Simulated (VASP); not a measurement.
AlRu: relaxation of cell and atoms with PBEsol

AlRu:

```
Al Ru
1.0
     2.99160    0.00000    0.00000
     0.00000    2.99160    0.00000
     0.00000    0.00000    2.99160
Al Ru
1 1
Direct
  0.00000 0.00000 0.00000
  0.50000 0.50000 0.50000
```

```yaml
Program: VASP 6.6.1
Task: relaxation of cell and atoms
Functional: PBEsol
Potentials_or_basis: VASP PAW PBE potentials, release 64 (Al, Ru_pv)
Cutoff: 600 eV
k_mesh: 14 × 14 × 14
Occupations: gaussian, width 0.1 eV
Spin: no spin polarisation
Dipole_correction: no
Further_INCAR_settings: ALGO = Fast; EDIFF = 1e-06; IBRION = 2; EDIFFG = -0.005; NSW = 100; ISIF = 3
```

* Relaxed volume: 13.19 Å³/atom
* Relaxed cell: a = 2.977 Å, b = 2.977 Å, c = 2.977 Å, α = 90.00°, β = 90.00°, γ = 90.00°
* Space group after relaxing (to 0.05 Å): Pm-3m (No. 221)
* Energy gained by relaxing: 2.1 meV/atom
* Ionic steps: 8
* Pressure after relaxing: 0.0 GPa

The path:
| step | energy change (eV) | largest force (eV/Å) | pressure (GPa) | volume (Å³) |
| --- | --- | --- | --- | --- |
| 1 | 0.0000 | 0.0000 | -3.14 | 26.77 |
| 2 | 0.0058 | 0.0000 | 5.32 | 25.77 |
| 3 | -0.0041 | 0.0000 | 0.18 | 26.37 |
| 4 | -0.0041 | 0.0000 | -0.16 | 26.40 |
| 5 | -0.0041 | 0.0000 | -0.16 | 26.39 |
| 6 | -0.0041 | 0.0000 | -0.09 | 26.38 |
| 7 | -0.0041 | 0.0000 | -0.07 | 26.38 |
| 8 | -0.0041 | 0.0000 | -0.04 | 26.38 |

Final structure:
```yaml
crystal:
  lattice:
    - [2.97684, 0.00000, 0.00000]
    - [0.00000, 2.97684, 0.00000]
    - [0.00000, 0.00000, 2.97684]
  atoms:
    - { symbol: Al, position: [0.00000, 0.00000, 0.00000] }
    - { symbol: Ru, position: [0.50000, 0.50000, 0.50000] }
```

Levels at points of the mesh, in eV from the Fermi level:
| k point | band 6 | band 7 | band 8 | band 9 | band 10 | band 11 | band 12 |
| --- | --- | --- | --- | --- | --- | --- | --- |
| (0.00, 0.00, 0.00) | -3.67 | 0.20 | 0.20 | 0.20 | 6.15 | 6.15 | 6.15 |
| (0.50, 0.00, 0.00) | -2.85 | -1.63 | -1.63 | 0.46 | 2.34 | 7.44 | 11.08 |
| (0.50, 0.50, 0.00) | -1.38 | -1.38 | -1.19 | -1.19 | 1.57 | 5.38 | 6.43 |
| (0.50, 0.50, 0.50) | -4.71 | 1.67 | 1.67 | 2.69 | 4.14 | 4.14 | 4.14 |

It took 39 s on 1 thread of Intel(R) Xeon(R) 6975P-C (Granite Rapids) (shared host), peak memory 0.18 GiB.

Caveat: the PAW data sets were made with another functional, which shifts forces and pressure a little.
